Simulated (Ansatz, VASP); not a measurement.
## Two plane-wave programs on AlNi3

```
Ni Al
1.0
     3.59215    0.00000    0.00000
     0.00000    3.59215    0.00000
     0.00000    0.00000    3.59215
Ni Al
3 1
Direct
  0.50000 0.50000 0.00000
  0.50000 0.00000 0.50000
  0.00000 0.50000 0.50000
  0.00000 0.00000 0.00000
```

Alike in both runs: task single point; functional LDA; k mesh 8 × 8 × 8; occupations fermi-dirac, width 0.05 eV; collinear spin.

|  | VASP | Ansatz |
| --- | --- | --- |
| version | VASP 6.6.1 | Ansatz 0.2.0 |
| potentials or method | VASP PAW LDA potentials, release 64 (Ni, Al) | Ansatz PAW |
| plane-wave cutoff (eV) | 520 | 420 |
| valence electrons in the cell | 33 | 57 |

```tsv
	VASP	Ansatz	Ansatz less VASP
gap on the k mesh at the Fermi level (eV)	none	none	-
pressure (GPa)	-16.5	-16.9	-0.31
net moment per atom (μB)	0.12	0.15	+0.024
size of the moment on the site where the two differ most (μB)	0.17	0.21	+0.040
```

LDA's correlation is that of Perdew and Zunger in VASP and of Perdew and Wang (1992) in Ansatz. Site moments also hang on the region over which each program counts them. A gap of «none» marks a metal or a gap that the smearing closes. VASP's potentials hold 33 valence electrons a cell and Ansatz's 57, so a difference there can come from the potentials and not from the codes.
